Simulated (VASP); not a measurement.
# Se (Fd-3m) in VASP: further runs

Runs on Se. Level: PBEsol. Tasks: single point.

Everything below comes from runs of VASP 6.6.1. Logs are shortened: lines on timing, memory, paths and dates and some standing lists are left out, and cuts for length are marked.

## Step 1: The cell of the first run

The structure is cubic, space group Fd-3m (No. 227). The conventional cell has a = 6.306 Å, b = 6.306 Å, c = 6.306 Å, α = 90.00°, β = 90.00°, γ = 90.00°. Se (site symmetry -43m) has 4 Se at 2.73 Å within 3.6 Å.

## Step 2: Single point, PBEsol (volume scaled by 1.04)

Input file INCAR:

```
ALGO = Normal
EDIFF = 1E-6
ENCUT = 500
GGA = PS
GGA_COMPAT = False
ISIF = 2
ISMEAR = -1
LASPH = True
LCHARG = False
LREAL = False
LWAVE = False
NBANDS = 13
NELM = 120
PREC = Accurate
SIGMA = 0.1
```

Input file KPOINTS:

```
k-points
0
Gamma
  10 10 10
```

Input file POSCAR:

```
Se
1.0
    0.0000000000      3.1529380182      3.1529380182
    3.1529380182      0.0000000000      3.1529380182
    3.1529380182      3.1529380182      0.0000000000
Se
2
Direct
    0.1250000000      0.1250000000      0.1250000000
    0.8750000000      0.8750000000      0.8750000000
```

Potentials or basis: VASP PAW PBE potentials, release 64 (Se).

Command:

```console
$ cat potpaw_PBE.64/Se/POTCAR > POTCAR
$ mpirun -np 1 vasp_std > vasp.out
```

OUTCAR:

```text
EDIFF = 1E-6
   ENCUT = 500
   GGA = PS
   ISIF = 2
   ISMEAR = -1
   LASPH = True
   LREAL = False
   NELM = 120
   PREC = Accurate

 ion  position               nearest neighbor table
   1  0.125  0.125  0.125-   2 2.73   2 2.73   2 2.73   2 2.73
   2  0.875  0.875  0.875-   1 2.73   1 2.73   1 2.73   1 2.73

  LATTYP: Found a face centered cubic cell.
 ALAT       =     6.3058760364

  Lattice vectors:

 A1 = (   0.0000000000,   3.1529380182,   3.1529380182)
 A2 = (   3.1529380182,   0.0000000000,   3.1529380182)
 A3 = (   3.1529380182,   3.1529380182,   0.0000000000)

Analysis of symmetry for initial positions (statically):
=====================================================================
 Subroutine PRICEL returns:
 Original cell was already a primitive cell.

 Routine SETGRP: Setting up the symmetry group for a
 face centered cubic supercell.

 Subroutine GETGRP returns: Found 48 space group operations
 (whereof 12 operations were pure point group operations)
 out of a pool of 48 trial point group operations.

The static configuration has the point symmetry D_3d.
 The point group associated with its full space group is O_h .

Analysis of symmetry for dynamics (positions and initial velocities):
=====================================================================
 Subroutine PRICEL returns:
 Original cell was already a primitive cell.

 Routine SETGRP: Setting up the symmetry group for a
 face centered cubic supercell.

 Subroutine GETGRP returns: Found 48 space group operations
 (whereof 12 operations were pure point group operations)
 out of a pool of 48 trial point group operations.

The dynamic configuration has the point symmetry D_3d.
 The point group associated with its full space group is O_h .

 Subroutine INISYM returns: Found 48 space group operations
 (whereof 12 operations are pure point group operations),
 and found     1 'primitive' translations

----------------------------------------------------------------------------------------

                                     Primitive cell

  volume of cell :      62.6868

  direct lattice vectors                    reciprocal lattice vectors
     0.000000000  3.152938018  3.152938018    -0.158582248  0.158582248  0.158582248
     3.152938018  0.000000000  3.152938018     0.158582248 -0.158582248  0.158582248
     3.152938018  3.152938018  0.000000000     0.158582248  0.158582248 -0.158582248

  length of vectors
     4.458927707  4.458927707  4.458927707     0.274672511  0.274672511  0.274672511
[... 85 lines left out ...]
   IBRION =     -1    ionic relax: 0-MD 1-quasi-New 2-CG
   NFREE  =      0    steps in history (QN), initial steepest desc. (CG)
   ISIF   =      2    stress and relaxation
   ISYM   =      2    0-nonsym 1-usesym 2-fastsym
   POTIM  = 0.5000    time-step for ionic-motion
   TEBEG  =    0.0;   TEEND  =   0.0 temperature during run
   PSTRESS=    0.0 pullay stress
   NELECT =      12.0000    total number of electrons
   NUPDOWN=      -1.0000    fix difference up-down
   EMIN   =  10.00;   EMAX   =-10.00  energy-range for DOS
   EFERMI =   0.00;   METHOD = LEGACY
   ISMEAR =    -1;   SIGMA  =   0.10  broadening in eV -4-tet -1-fermi 0-gaus
   EFERMI_NEDOS =   21; number of points for ismear=-14 and -15
   IALGO  =     38    algorithm
   IMIX   =      4    mixing-type and parameters
     AMIX     =   0.40;   BMIX     =  1.00
     AMIX_MAG =   1.60;   BMIX_MAG =  1.00
  volume/ion in A,a.u.               =      31.34       211.52
  Fermi-wavevector in a.u.,A,eV,Ry     =   0.943503  1.782962 12.111870  0.890197
  Thomas-Fermi vector in A             =   2.071216
   LORBIT       =      0    0 simple, 1 ext, 2 COOP (PROOUT), +10 PAW based schemes
   GGA     = PS    functional components
   LHFCALC =     F    Hartree Fock is set to
   AEXX    =    0.0000 exact exchange contribution
   IVDW    =     0    specifies the selected vdW correction
   LEPSILON=     F    determine dielectric tensor
   LRPA    =     F    only Hartree local field effects (RPA)
 non-spin polarized calculation
  energy-cutoff  :      500.00
  volume of cell :       62.69
 maximum number of plane-waves:      1639
 NGX is ok and might be reduce to    36
   NGX = 17   NGY = 17   NGZ = 17

 number of electron      11.9999999 magnetization

 Free energy of the ion-electron system (eV)
  ---------------------------------------------------
  ext. energy  EPLUGINS =         0.00000000
  ---------------------------------------------------
  free energy    TOTEN  =        -6.65265702 eV

  energy without entropy =       -6.59727422  energy(sigma->0) =       -6.62496562

 E-fermi :   1.9856     XC(G=0):  -8.3959

 val. band max:        1.9797386335   @ k =  -0.4000   0.2000   0.1000
 cond. band min:       1.9958147715   @ k =  -0.3000   0.3000   0.0000
 fundamental gap:      0.0160761380
 Fermi energy:         1.9856005188

 k-point     1 :       0.0000    0.0000    0.0000
  band No.  band energies     occupation
      1     -13.3261      2.00000
      2      -8.2240      2.00000
      3      -1.4338      2.00000
      4      -1.4338      2.00000
      5      -1.4338      2.00000
      6       1.2282      1.99897
      7       1.2282      1.99897
      8       1.2282      1.99897
      9       6.1996      0.00000
     10       9.6040      0.00000
     11       9.6040      0.00000
     12      11.4513      0.00000
     13      11.4513      0.00000
[... 354 lines left out ...]
  band No.  band energies     occupation
      1     -12.2627      2.00000
      2     -10.1754      2.00000
      3      -2.8053      2.00000
      4      -2.6669      2.00000
      5      -0.1726      2.00000
      6       0.4260      2.00000
      7       3.4812      0.00000
      8       3.5121      0.00000
      9       7.2762      0.00000
     10       8.9971      0.00000
     11      11.1688      0.00000
     12      12.4438      0.00000
     13      12.5390      0.00000

 [... further k-points ...]
[... 5 lines left out ...]
  --------------------------------------------------------------------------------------
  -------------------------------------------------------------------------------------
  Total       -0.6154119     -0.6154119     -0.6154119     -0.0000000      0.0000000      0.0000000
  in kB      -15.7289674    -15.7289674    -15.7289674     -0.0000000      0.0000000      0.0000000
  external PRESSURE =     -15.7289674 kB  Pullay stress =       0.0000000 kB

 VOLUME and BASIS-vectors are now :
 -----------------------------------------------------------------------------
  energy-cutoff  :      500.00
  volume of cell :       62.69
      direct lattice vectors                 reciprocal lattice vectors
     0.000000000  3.152938018  3.152938018    -0.158582248  0.158582248  0.158582248
     3.152938018  0.000000000  3.152938018     0.158582248 -0.158582248  0.158582248
     3.152938018  3.152938018  0.000000000     0.158582248  0.158582248 -0.158582248

 POSITION                                       TOTAL-FORCE (eV/Angst)
 -----------------------------------------------------------------------------------
      0.78823      0.78823      0.78823         0.000000      0.000000      0.000000
      5.51764      5.51764      5.51764        -0.000000     -0.000000     -0.000000
 -----------------------------------------------------------------------------------
    total drift:                               -0.000000      0.000000      0.000000

  FREE ENERGIE OF THE ION-ELECTRON SYSTEM (eV)
  ---------------------------------------------------
  free  energy   TOTEN  =        -6.6526570178 eV

  energy  without entropy=       -6.5972742189  energy(sigma->0) =       -6.62496562
```

stdout:

```text
POSCAR found type information on POSCAR Se
 POSCAR found :  1 types and       2 ions
 scaLAPACK will be used
 -----------------------------------------------------------------------------
|                                                                             |
|                                                                             |
|     You enforced a specific xc type in the INCAR file but a different       |
|     I HOPE YOU KNOW WHAT YOU ARE DOING!                                     |
|                                                                             |
 -----------------------------------------------------------------------------

 LDA part: xc-table for (Slater+PW92), standard interpolation
 POSCAR, INCAR and KPOINTS ok, starting setup
 FFT: planning ... GRIDC
 FFT: planning ... GRID_SOFT
 FFT: planning ... GRID
 WAVECAR not read
 entering main loop
```

Run time: 18 s. Hardware: 1 thread of Intel Xeon Platinum 8559C (Emerald Rapids), shared host; peak memory 0.2 GiB.

What came out:

```
Free energy            : -6.6527 eV
Pressure               : -1.6 GPa
Band gap on the k mesh : zero (band 6 reaches 2.30 eV, above the bottom of band 7 at 1.23 eV)
```

Caveat: the PAW data sets were made with another functional, which shifts forces and pressure a little.

## Step 3: Single point, PBEsol (volume scaled by 1.08)

Input file INCAR:

```
SYSTEM = Se
  ALGO = Normal
  EDIFF = 1E-6
  ENCUT = 500
  GGA = PS
  GGA_COMPAT = .FALSE.
  ISIF = 2
  ISMEAR = -1
  LASPH = .TRUE.
  LCHARG = .FALSE.
  LREAL = .FALSE.
  LWAVE = .FALSE.
  NBANDS = 13
  NELM = 120
  PREC = Accurate
  SIGMA = 0.1
```

Input file KPOINTS:

```
k-points
0
G
  10 10 10
  0 0 0
```

Input file POSCAR:

```
Se
1.0
    0.0000000000      3.1928528633      3.1928528633
    3.1928528633      0.0000000000      3.1928528633
    3.1928528633      3.1928528633      0.0000000000
Se
2
Direct
    0.1250000000      0.1250000000      0.1250000000
    0.8750000000      0.8750000000      0.8750000000
```

Potentials or basis: VASP PAW PBE potentials, release 64 (Se).

Command:

```console
$ cat potpaw_PBE.64/Se/POTCAR > POTCAR
$ mpirun -np 1 vasp_std > vasp.out
```

Wall time 16 s (1 thread of Intel Xeon Platinum 8559C (Emerald Rapids), shared host); peak memory 0.21 GiB.

It converged, with:

```
Free energy            : -6.6190 eV
Pressure               : -2.9 GPa
Band gap on the k mesh : zero (band 6 reaches 1.98 eV, above the bottom of band 7 at 0.96 eV)
```

Levels at points of the mesh, in eV from the Fermi level:
```
           k point  band 2  band 3  band 4  band 5  band 6  band 7  band 8  band 9  band 10  band 11
(0.00, 0.00, 0.00)  -10.31   -3.28   -3.28   -3.28   -0.70   -0.70   -0.70    4.24     7.66     7.66
(0.50, 0.00, 0.00)  -12.01   -3.99   -3.95   -3.95    0.32    0.32    1.55    6.74     6.76     7.91
(0.50, 0.50, 0.00)  -13.15   -4.69   -4.69   -1.88   -1.88    2.06    2.06    6.10     6.10     9.72
```

Caveat: the PAW data sets were made with another functional, which shifts forces and pressure a little.

## Step 4: Single point, PBEsol (volume scaled by 1.12)

Input file INCAR:

```
ALGO = Normal
EDIFF = 1E-6
ENCUT = 500
GGA = PS
GGA_COMPAT = False
ISIF = 2
ISMEAR = -1
LASPH = True
LCHARG = False
LREAL = False
LWAVE = False
NBANDS = 13
NELM = 120
PREC = Accurate
SIGMA = 0.1
```

Input file KPOINTS:

```
k-points
0
Gamma
  10 10 10
```

Input file POSCAR:

```
Se
1.0
    0.0000000000      3.2317939312      3.2317939312
    3.2317939312      0.0000000000      3.2317939312
    3.2317939312      3.2317939312      0.0000000000
Se
2
Direct
    0.1250000000      0.1250000000      0.1250000000
    0.8750000000      0.8750000000      0.8750000000
```

Command:

```console
$ cat potpaw_PBE.64/Se/POTCAR > POTCAR
$ mpirun -np 1 vasp_std > vasp.out
```

Run time: 19 s. Hardware: 1 thread of Intel Xeon Platinum 8559C (Emerald Rapids), shared host; peak memory 0.2 GiB.

Results (log left out):

- Free energy: -6.5678 eV
- Pressure: -3.9 GPa
- Band gap on the k mesh: zero (band 6 reaches 1.68 eV, above the bottom of band 7 at 0.70 eV)

Levels at points of the mesh, in eV from the Fermi level:
```
           k point  band 2  band 3  band 4  band 5  band 6  band 7  band 8  band 9  band 10  band 11
(0.00, 0.00, 0.00)  -10.40   -3.16   -3.16   -3.16   -0.65   -0.65   -0.65    4.26     7.71     7.71
(0.50, 0.00, 0.00)  -11.95   -3.85   -3.80   -3.80    0.33    0.33    1.42    6.74     6.78     7.90
(0.50, 0.50, 0.00)  -13.03   -4.50   -4.50   -1.81   -1.81    1.94    1.94    6.10     6.10     9.70
```

Caveat: the PAW data sets were made with another functional, which shifts forces and pressure a little.

## Step 5: Overview

```csv
cell,gap on the mesh (eV),pressure (GPa)
"a = 4.459 Å, angles 60.0°, 2 atoms",none,-1.6
"a = 4.515 Å, angles 60.0°, 2 atoms",none,-2.9
"a = 4.570 Å, angles 60.0°, 2 atoms",none,-3.9
```

Alike in all rows: task single point; level PBEsol; potentials or basis VASP PAW PBE potentials, release 64 (Se); no spin polarisation; k mesh 10 × 10 × 10; cutoff (eV) 500; smearing fermi-dirac 0.1 eV.

Caveats: the PAW data sets were made with another functional, which shifts forces and pressure a little.

Absolute energies hang on the potentials; compare differences alone.
